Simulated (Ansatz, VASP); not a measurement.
# Two plane-wave programs on WSe2

The input INCAR:

```
SYSTEM = WSe2
  PREC = Accurate
  ENCUT = 520
  EDIFF = 1E-7
  ISMEAR = 0
  SIGMA = 0.05
  LREAL = .FALSE.
  LASPH = .TRUE.
  NELM = 80
  ALGO = Normal
  ISIF = 2
  LWAVE = .FALSE.
  LCHARG = .FALSE.
  LDIPOL = .TRUE.
  IDIPOL = 3
  DIPOL = 0.5 0.5 0.389
  GGA = PE
  IVDW = 12
  NBANDS = 35
```

KPOINTS

```
Automatic mesh
0
G
  9 9 1
  0 0 0
```

The input POSCAR:

```
WSe2
1.0
    3.2854926884      0.0000000000      0.0000000000
   -1.6427463442      2.8453201321      0.0000000000
    0.0000000000      0.0000000000     24.2386466672
Se W
4 2
Direct
    0.3333333333      0.6666666667      0.1856539295
    0.3333333333      0.6666666667      0.3246601777
    0.6666666667      1.3333333333      0.4529676712
    0.6666666667      1.3333333333      0.5919739193
    0.6666666667      0.3333333333      0.2551570536
    1.0000000000      1.0000000000      0.5224707953
```

Input for Ansatz:

```yaml
crystal:
  lattice:
    - [3.2854926884, 0.0, 0.0]
    - [-1.6427463442, 2.8453201321, 0.0]
    - [0.0, 0.0, 24.2386466672]
  atoms:
    - { symbol: Se, position: [0.3333333333, 0.6666666667, 0.1856539295] }
    - { symbol: W, position: [0.6666666667, 0.3333333333, 0.2551570536] }
    - { symbol: Se, position: [0.3333333333, 0.6666666667, 0.3246601777] }
    - { symbol: Se, position: [0.6666666667, 1.3333333333, 0.4529676712] }
    - { symbol: W, position: [1.0, 1.0, 0.5224707953] }
    - { symbol: Se, position: [0.6666666667, 1.3333333333, 0.5919739193] }
basis:
  ecutwfc: 420
kpoints:
  mp_grid: { grid: [9, 9, 1] }
hamiltonian:
  xc: pbe
  pseudopotentials: { kind: paw, azcp: { folder: soft_1 } }
  dispersion: d3bj
scf:
  occupations: { method: gaussian, width: 0.05 }
output:
  forces: true
  eigenvalues: true
efield:
  axis: 3
  dipole_correction: true
  ramp_width: 0.04
```

Alike in both runs: task single point; functional PBE; dispersion D3(BJ); k mesh 9 × 9 × 1; occupations gaussian, width 0.05 eV; no spin polarisation.

|  | VASP | Ansatz |
| --- | --- | --- |
| version | VASP 6.6.1 | Ansatz 0.2.0 |
| potentials or method | VASP PAW PBE potentials, release 64 (Se, W_sv), cutoff 520 eV | scalar-relativistic, plane waves, PAW |
| valence electrons in the cell | 52 | 92 |

VASP gave:

```
gap on the k mesh at the Fermi level (eV) : 1.44
least direct gap on the mesh (eV)         : 1.61
rms of the force components (eV/Å)        : 0.022
```

Question: Estimate Ansatz's values.

Answer: gap on the k mesh at the Fermi level (eV): 1.45; least direct gap on the mesh (eV): 1.61; rms of the force components (eV/Å): 0.014.

VASP's potentials hold 52 valence electrons a cell and Ansatz's 92, so a difference there can come from the potentials and not from the codes.

Neither program's run includes spin-orbit coupling.
